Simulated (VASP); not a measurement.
Write the native input for VASP 6.6.1 that does the following.

| Property | Result |
| --- | --- |
| Task | single point |
| Functional | PBE |
| Potentials or basis | VASP PAW PBE potentials, release 64 (Sc_sv, Ga_d, N) |
| Cutoff | 520 eV |
| k mesh | 6 × 6 × 6 |
| Occupations | gaussian, width 0.02 eV |
| Spin | no spin polarisation |
| Dipole correction | no |
| Further INCAR settings | ALGO = Normal; EDIFF = 1e-06; NBANDS = 62 |

The structure of Sc2GaN3 lies in POSCAR:

```
Sc2GaN3
1.0
    5.4012176368     -3.1144895933      0.0000000000
    5.4012176368      3.1144895933      0.0000000000
    0.0000000000      0.0000000000      4.5871541119
Sc Ga N
4 2 6
Direct
    0.1635850510      0.5114349668      0.4452906064
    0.8364149490      0.4885650332      0.9452906064
    0.5114349668      0.1635850510      0.9452906064
    0.4885650332      0.8364149490      0.4452906064
    0.1655456011      0.8344543989      0.9681599332
    0.8344543989      0.1655456011      0.4681599332
    0.4903215679      0.8309785370      0.9339478212
    0.1690214630      0.5096784321      0.9339478212
    0.8544988114      0.1455011886      0.9143632116
    0.8309785370      0.4903215679      0.4339478212
    0.5096784321      0.1690214630      0.4339478212
    0.1455011886      0.8544988114      0.4143632116
```

The input as run:

INCAR

```
SYSTEM = Sc2GaN3
PREC = Accurate
ENCUT = 520
EDIFF = 1E-6
ISMEAR = 0
SIGMA = 0.02
LREAL = .False.
LASPH = .True.
NELM = 100
ALGO = Normal
ISIF = 2
LWAVE = .False.
LCHARG = .False.
GGA = PE
NBANDS = 62
```

KPOINTS

```
regular mesh
0
Gamma
  6 6 6
  0 0 0
```

Potentials or basis: VASP PAW PBE potentials, release 64 (Sc_sv, Ga_d, N).

Launch:

```console
$ cat potpaw_PBE.64/Sc_sv/POTCAR potpaw_PBE.64/Ga_d/POTCAR potpaw_PBE.64/N/POTCAR > POTCAR
$ mpirun -np 1 vasp_std > vasp.out
```

It gave:

```json
{
 "Pressure": "0.6 GPa",
 "Largest force": "0.048 eV/Å",
 "Band gap on the k mesh": "1.06 eV"
}
```

It took 23 min on 1 thread of Intel Xeon 8259CL, with other jobs on the host, peak memory 0.53 GiB.
